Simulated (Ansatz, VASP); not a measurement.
# SiC in VASP and in Ansatz

INCAR

```
SYSTEM = SiC
PREC = Accurate
ENCUT = 520
EDIFF = 1E-6
ISMEAR = 0
SIGMA = 0.05
LREAL = .FALSE.
LASPH = .TRUE.
NELM = 100
ALGO = Normal
ISIF = 2
LWAVE = .FALSE.
LCHARG = .FALSE.
GGA = CA
NBANDS = 16
```

The input KPOINTS:

```
regular mesh
0
G
  12 12 6
  0 0 0
```

Contents of POSCAR:

```
SiC
1.0
    3.0561890961      0.0000000000      0.0000000000
   -1.5280945481      2.6467373960      0.0000000000
    0.0000000000      0.0000000000      5.0161734257
Si C
2 2
Direct
    0.3333333333      0.6666666667      0.0046041256
    0.6666666667      0.3333333333      0.5046041256
    0.3333333333      0.6666666667      0.3953475106
    0.6666666667      0.3333333333      0.8953475106
```

Input for Ansatz:

```yaml
crystal:
  lattice:
    - [3.0561890961, 0.0, 0.0]
    - [-1.5280945481, 2.646737396, 0.0]
    - [0.0, 0.0, 5.0161734257]
  atoms:
    - { symbol: Si, position: [0.3333333333, 0.6666666667, 0.0046041256] }
    - { symbol: Si, position: [0.6666666667, 0.3333333333, 0.5046041256] }
    - { symbol: C, position: [0.3333333333, 0.6666666667, 0.3953475106] }
    - { symbol: C, position: [0.6666666667, 0.3333333333, 0.8953475106] }
basis:
  ecutwfc: 520.0
kpoints:
  mp_grid: { grid: [12, 12, 6] }
hamiltonian:
  xc: lda
  pseudopotentials: { kind: paw, azcp: { folder: soft_1 } }
scf:
  occupations: { method: gaussian, width: 0.05 }
output:
  forces: true
  stress: true
  eigenvalues: true
```

Alike in both runs: task single point; functional LDA; k mesh 12 × 12 × 6; occupations gaussian, width 0.05 eV; no spin polarisation.

|  | VASP | Ansatz |
| --- | --- | --- |
| version | VASP 6.6.1 | Ansatz 0.2.0 |
| potentials or method | VASP PAW LDA potentials, release 64 (Si, C), cutoff 520 eV | scalar-relativistic, plane waves, PAW |
| valence electrons in the cell | 16 | 16 |

```csv
,VASP,Ansatz,Ansatz less VASP
gap on the k mesh at the Fermi level (eV),2.12,2.14,+0.016
least direct gap on the mesh (eV),4.08,4.10,+0.014
pressure (GPa),1.1,0.7,-0.38
"traceless stress, the component that is largest in VASP (GPa)",-5.20,-5.17,+0.023
rms of the force components (eV/Å),0.671,0.670,-0.0010
```

Ansatz warns that its potentials were made for another functional, while VASP's fit it. LDA's correlation is that of Perdew and Zunger in VASP and of Perdew and Wang (1992) in Ansatz. Atom by atom the forces differ by 0.001 eV/Å (rms over components).
